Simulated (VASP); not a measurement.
Here is a VASP 6.6.1 calculation.

INCAR

```
PREC = Accurate
ENCUT = 410
EDIFF = 1E-8
ISMEAR = -1
SIGMA = 0.05
LREAL = F
LASPH = T
NELM = 120
ALGO = Normal
ISIF = 2
LWAVE = F
LCHARG = F
GGA = PE
LEFG = T
NBANDS = 27
GGA_COMPAT = F
```

File KPOINTS:

```
regular mesh
0
Gamma
  8 8 8
```

Contents of POSCAR:

```
Hg
1.0
    0.0000000000      3.3303445432      3.3303445432
    3.3303445432      0.0000000000      3.3303445432
    3.3303445432      3.3303445432      0.0000000000
Hg
2
Direct
   -0.2150000000     -0.0950000000     -0.0950000000
    0.2150000000      0.0950000000      0.0950000000
```

Potentials or basis: VASP PAW PBE potentials, release 64 (Hg_sv_GW).

Run with:

```bash
$ cat potpaw_PBE.64/Hg_sv_GW/POTCAR > POTCAR
$ mpirun -np 1 vasp_std > vasp.out
```

Predict the pressure.

14.6 GPa.

What does it give for the largest force?

11.346 eV/Å.

Stress tensor (GPa, compression positive):
```
 14.57 -18.36 -18.36
-18.36  14.57  18.36
-18.36  18.36  14.57
```

Caveat: the cell differs from its parent crystal (shortest bond scaled by 0.76); the cell stands under pressure; without QUAD_EFG the Cq values of the log hold for a quadrupole moment of 1 mb, not for the nuclei; forces of over 1 eV/Å act on the atoms, so gaps and moduli don't describe the material at rest.
